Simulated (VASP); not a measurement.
Input of a VASP 6.6.1 run:

File INCAR:

```
PREC     = Accurate       # precision mode
ENCUT    = 520            # plane-wave cutoff, eV
EDIFF    = 1E-6           # SCF threshold, eV
ISMEAR   = -1             # smearing method
SIGMA    = 0.02           # smearing width, eV
LREAL    = False          # projectors in reciprocal space
LASPH    = True           # aspherical terms in the spheres
NELM     = 100            # most SCF steps
ALGO     = Normal         # electronic algorithm
ISIF     = 2              # what is computed and relaxed
LWAVE    = False          # write WAVECAR
LCHARG   = True           # write CHGCAR
GGA      = PE             # functional
LELF     = True           # ELF
LVHAR    = True         
NBANDS   = 26             # bands
```

KPOINTS

```
regular mesh
0
Gamma
  12 12 4
```

POSCAR

```
CuI
1.0
    4.0947521216      0.0000000000      0.0000000000
   -2.0473760608      3.5461593595      0.0000000000
    0.0000000000      0.0000000000      7.2099991693
Cu I
2 2
Direct
    0.6666666667      0.3333333333      0.5926423529
    0.3333333333      0.6666666667      0.4073576471
    0.3333333333      0.6666666667      0.7644991837
    0.6666666667      0.3333333333      0.2355008163
```

Potentials or basis: VASP PAW PBE potentials, release 64 (Cu, I).

Run with:

```sh
$ cat potpaw_PBE.64/Cu/POTCAR potpaw_PBE.64/I/POTCAR > POTCAR
$ mpirun -np 1 vasp_std > vasp.out
```

(1) Estimate the band gap on the k mesh.

(2) Estimate the largest force.

Answers

(1) 1.67 eV, direct.

(2) 0.153 eV/Å.

Caveat: spin-orbit coupling is left out, which moves the levels of the heavy elements.
